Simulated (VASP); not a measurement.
# Ti (Fm-3m) in VASP: notebook, part 2 of 2

VASP 6.6.1. The steps go on from the part before.

**3. Single point, r2SCAN**

The input, POSCAR:

```
Ti
1.0
    0.0000000000      2.0300000000      2.0300000000
    2.0300000000      0.0000000000      2.0300000000
    2.0300000000      2.0300000000      0.0000000000
Ti
1
Direct
    0.0000000000      0.0000000000      0.0000000000
```

The input, INCAR.step1:

```
SYSTEM = Ti
  ALGO = Normal
  EDIFF = 1E-4
  ENCUT = 520
  GGA = PE
  ISMEAR = 0
  LASPH = .True.
  LCHARG = .False.
  LREAL = .False.
  LWAVE = .True.
  NBANDS = 12
  NELM = 60
  PREC = Accurate
  SIGMA = 0.15
```

The input, INCAR.step2:

```
SYSTEM = Ti
  ALGO = Normal
  EDIFF = 1E-6
  ENCUT = 520
  ISIF = 2
  ISMEAR = 0
  ISTART = 1
  LASPH = .True.
  LCHARG = .True.
  LELF = .True.
  LMIXTAU = .True.
  LREAL = .False.
  LVHAR = .True.
  LWAVE = .False.
  METAGGA = R2SCAN
  NBANDS = 12
  NELM = 60
  PREC = Accurate
  SIGMA = 0.15
```

The input, KPOINTS:

```
k-points
0
Gamma
  22 22 22
  0 0 0
```

Potentials or basis: VASP PAW PBE potentials, release 64 (Ti_sv).

The run is started by

```
$ cat potpaw_PBE.64/Ti_sv/POTCAR > POTCAR
$ cp INCAR.step1 INCAR
$ mpirun -np 1 vasp_std > vasp.out
$ cp INCAR.step2 INCAR
$ mpirun -np 1 vasp_std > vasp.out
```

OUTCAR:

```text
SYSTEM = Ti
   EDIFF = 1E-6
   ENCUT = 520
   ISIF = 2
   ISMEAR = 0
   ISTART = 1
   LASPH = .True.
   LREAL = .False.
   METAGGA = R2SCAN
   NELM = 60
   PREC = Accurate

 ion  position               nearest neighbor table
   1  0.000  0.000  0.000-

  LATTYP: Found a face centered cubic cell.
 ALAT       =     4.0600000000

  Lattice vectors:

 A1 = (   0.0000000000,   2.0300000000,   2.0300000000)
 A2 = (   2.0300000000,   0.0000000000,   2.0300000000)
 A3 = (   2.0300000000,   2.0300000000,   0.0000000000)

Analysis of symmetry for initial positions (statically):
=====================================================================
 Subroutine PRICEL returns:
 Original cell was already a primitive cell.

 Routine SETGRP: Setting up the symmetry group for a
 face centered cubic supercell.

 Subroutine GETGRP returns: Found 48 space group operations
 (whereof 48 operations were pure point group operations)
 out of a pool of 48 trial point group operations.

The static configuration has the point symmetry O_h .

Analysis of symmetry for dynamics (positions and initial velocities):
[... 160 lines left out ...]
 val. band max:        8.6406357497   @ k =  -0.3182   0.2273   0.0000
 cond. band min:       8.6437042934   @ k =   0.2273   0.1818   0.0455
 fundamental gap:      0.0030685437
 Fermi energy:         8.6412119515

 k-point     1 :       0.0000    0.0000    0.0000
  band No.  band energies     occupation
      1     -50.3335      2.00000
      2     -25.0916      2.00000
      3     -25.0916      2.00000
      4     -25.0916      2.00000
      5       2.0872      2.00000
      6       9.6679      0.00000
      7       9.6679      0.00000
      8       9.6679      0.00000
      9      11.5593      0.00000
     10      11.5593      0.00000
     11      24.6235      0.00000
     12      29.7079      0.00000
[... 331 lines left out ...]
 k-point    24 :      -0.4545    0.0455    0.0000
  band No.  band energies     occupation
      1     -50.1838      2.00000
      2     -25.8670      2.00000
      3     -25.2025      2.00000
      4     -25.1903      2.00000
      5       5.8813      2.00000
      6       9.0209      0.00034
      7       9.5869      0.00000
      8       9.6344      0.00000
      9      12.5735      0.00000
     10      12.7757      0.00000
     11      17.7369      0.00000
     12      23.9678      0.00000

 [... further k-points ...]
[... 5 lines left out ...]
  --------------------------------------------------------------------------------------
  -------------------------------------------------------------------------------------
  Total        0.5068397      0.5068397      0.5068397      0.0000000      0.0000000     -0.0000000
  in kB       48.5358984     48.5358984     48.5358984      0.0000000      0.0000000     -0.0000000
  external PRESSURE =      48.5358984 kB  Pullay stress =       0.0000000 kB

 VOLUME and BASIS-vectors are now :
 -----------------------------------------------------------------------------
  energy-cutoff  :      520.00
  volume of cell :       16.73
      direct lattice vectors                 reciprocal lattice vectors
     0.000000000  2.030000000  2.030000000    -0.246305419  0.246305419  0.246305419
     2.030000000  0.000000000  2.030000000     0.246305419 -0.246305419  0.246305419
     2.030000000  2.030000000  0.000000000     0.246305419  0.246305419 -0.246305419

 POSITION                                       TOTAL-FORCE (eV/Angst)
 -----------------------------------------------------------------------------------
      0.00000      0.00000      0.00000        -0.000000     -0.000000     -0.000000
 -----------------------------------------------------------------------------------
    total drift:                                0.000000      0.000000     -0.000000

  FREE ENERGIE OF THE ION-ELECTRON SYSTEM (eV)
  ---------------------------------------------------
  free  energy   TOTEN  =       -12.8778375718 eV

  energy  without entropy=      -12.8608791007  energy(sigma->0) =      -12.86935834
```

OSZICAR.step1:

```text
N       E                     dE             d eps       ncg     rms          rms(c)
DAV:   1     0.872775024099E+02    0.87278E+02   -0.65304E+03  7876   0.122E+03
DAV:   2    -0.447169262225E+01   -0.91749E+02   -0.89185E+02  7980   0.298E+02
DAV:   3    -0.864391005459E+01   -0.41722E+01   -0.41296E+01 10916   0.652E+01
DAV:   4    -0.873367750432E+01   -0.89767E-01   -0.89667E-01  8812   0.839E+00
DAV:   5    -0.873588055352E+01   -0.22030E-02   -0.22030E-02  9512   0.116E+00    0.862E+00
DAV:   6    -0.778038200381E+01    0.95550E+00   -0.19489E+00  8544   0.210E+01    0.232E+00
DAV:   7    -0.776831048463E+01    0.12072E-01   -0.10527E-01  9612   0.385E+00    0.132E+00
DAV:   8    -0.777935005201E+01   -0.11040E-01   -0.40116E-02  8148   0.250E+00    0.168E-01
DAV:   9    -0.777960701148E+01   -0.25696E-03   -0.44409E-03  9892   0.758E-01    0.914E-02
DAV:  10    -0.777966284943E+01   -0.55838E-04   -0.25101E-04  8304   0.186E-01
   1 F= -.77796628E+01 E0= -.77702644E+01  d E =-.187969E-01
```

It took 4.1 min on 1 thread of Intel Xeon Platinum 8259CL at 2.50GHz (Skylake/Cascade Lake), shared host; peak memory 0.19 GiB.

Results:

```
Free energy            : -12.8778 eV
Pressure               : 4.9 GPa
Band gap on the k mesh : zero (bands 6 and 7 overlap by 1.55 eV)
```

Levels at points of the mesh, in eV from the Fermi level:
```tsv
k point	band 4	band 5	band 6	band 7	band 8	band 9
(0.00, 0.00, 0.00)	-33.73	-6.55	1.03	1.03	1.03	2.92
(0.50, 0.00, 0.00)	-33.83	-2.80	0.55	0.94	0.94	4.00
(0.50, 0.50, 0.00)	-34.01	-2.79	-1.88	2.99	4.06	4.26
```

Caveat: the cell stands under pressure; the PAW data sets were made with another functional, which shifts forces and pressure a little.
